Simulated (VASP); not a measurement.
A run of VASP 6.6.1 is set up as follows.

Contents of INCAR:

```
  ALGO = Normal
  EDIFF = 1E-6
  ENCUT = 520
  GGA = PS
  ISIF = 2
  ISMEAR = 0
  LASPH = T
  LCHARG = F
  LREAL = F
  LWAVE = F
  NBANDS = 11
  NELM = 100
  PREC = Accurate
  SIGMA = 0.02
```

KPOINTS

```
k-points
0
Gamma
  10 10 10
```

File POSCAR:

```
AlN
1.0
    0.0000000000      2.1886810928      2.1886810928
    2.1886810928      0.0000000000      2.1886810928
    2.1886810928      2.1886810928      0.0000000000
Al N
1 1
Direct
    0.0000000000      0.0000000000      0.0000000000
    0.7500000000      0.7500000000      0.7500000000
```

Potentials or basis: VASP PAW PBE potentials, release 64 (Al, N).

Command:

```bash
$ cat potpaw_PBE.64/Al/POTCAR potpaw_PBE.64/N/POTCAR > POTCAR
$ mpirun -np 1 vasp_std > vasp.out
```

(1) Estimate the pressure.

(2) Predict the band gap on the k mesh.

Answers

(1) 0.0 GPa.

(2) 3.18 eV, indirect (least direct gap 4.08 eV).

Caveat: the PAW data sets were made with another functional, which shifts forces and pressure a little.
